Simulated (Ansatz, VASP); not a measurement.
One calculation of ZrH5, two programs

```
CELL_PARAMETERS angstrom
2.39729 -2.23821 -0.01414
2.39729 2.23821 -0.01414
-1.36843 0.00000 3.52087
ATOMIC_POSITIONS crystal
Zr 0.00000 0.00000 0.00000
H 0.50000 0.50000 0.00000
H 0.00000 0.00000 0.50000
H 0.50000 0.50000 0.50000
H 0.00000 0.50000 0.50000
H 0.50000 0.00000 0.50000
```

Alike in both runs: functional PBE; k mesh 5 × 5 × 3; occupations gaussian, width 0.2 eV; no spin polarisation.

Ansatz relaxed the structure, and its values are those at the end. VASP's run is a single point on that final structure, the one shown.

```csv
,VASP,Ansatz
version,VASP 6.6.1,Ansatz 0.2.0
potentials or method,"VASP PAW PBE potentials, release 64 (Zr_sv, H), cutoff 500 eV","scalar-relativistic, plane waves, PAW"
valence electrons in the cell,17,17
```

Ansatz gave:

```
gap on the k mesh at the Fermi level (eV) : none
pressure (GPa)                            : -0.1
```

Q: What did VASP give for the same quantities?

A: gap on the k mesh at the Fermi level (eV): none; pressure (GPa): -0.3.

A gap of «none» marks a metal or a gap that the smearing closes. The functional is the same, so the differences come from potentials, cutoffs and numerics.

The k mesh is coarse, so the values compare programs but aren't converged.
